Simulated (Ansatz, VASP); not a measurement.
## NaI in VASP and in Ansatz

File INCAR:

```
PREC = Accurate
ENCUT = 520
EDIFF = 1E-7
ISMEAR = -1
SIGMA = 0.01
LREAL = False
LASPH = True
NELM = 60
ALGO = Normal
ISIF = 2
LWAVE = False
LCHARG = False
GGA = PE
NBANDS = 14
```

File KPOINTS:

```
Automatic mesh
0
Gamma
  7 7 7
```

Contents of POSCAR:

```
NaI
1.0
    0.0000000000      3.2578337372      3.2578337372
    3.2578337372      0.0000000000      3.2578337372
    3.2578337372      3.2578337372      0.0000000000
Na I
1 1
Direct
    0.0000000000      0.0000000000      0.0000000000
    0.5000000000      0.5000000000      0.5000000000
```

Input for Ansatz:

```yaml
crystal:
  lattice:
    - [0.0, 3.2578337372, 3.2578337372]
    - [3.2578337372, 0.0, 3.2578337372]
    - [3.2578337372, 3.2578337372, 0.0]
  atoms:
    - { symbol: Na, position: [0.0, 0.0, 0.0] }
    - { symbol: I, position: [0.5, 0.5, 0.5] }
kpoints:
  mp_grid: { grid: [7, 7, 7] }
scf:
  occupations: { method: fermi_dirac, width: 0.01 }
hamiltonian:
  xc: pbe
  pseudopotentials: { kind: all_electron, lapw: { basis_error: 0.001 } }
output:
  forces: true
  stress: true
  eigenvalues: true
```

Change from the starting cell: volume scaled by 1.02.

Alike in both runs: task single point; functional PBE; k mesh 7 × 7 × 7; occupations fermi-dirac, width 0.01 eV; no spin polarisation.

```csv
,VASP,Ansatz
version,VASP 6.6.1,Ansatz 0.2.0
potentials or method,"VASP PAW PBE potentials, release 64 (Na_pv, I), cutoff 520 eV","all-electron LAPW, scalar-relativistic"
```

```tsv
	VASP	Ansatz	Ansatz less VASP
gap on the k mesh at the Fermi level (eV)	3.59	3.59	+0.003
pressure (GPa)	0.1	0.1	0.00
```

Ansatz ran all-electron here, and VASP with PAW potentials.

Neither program's run includes spin-orbit coupling.
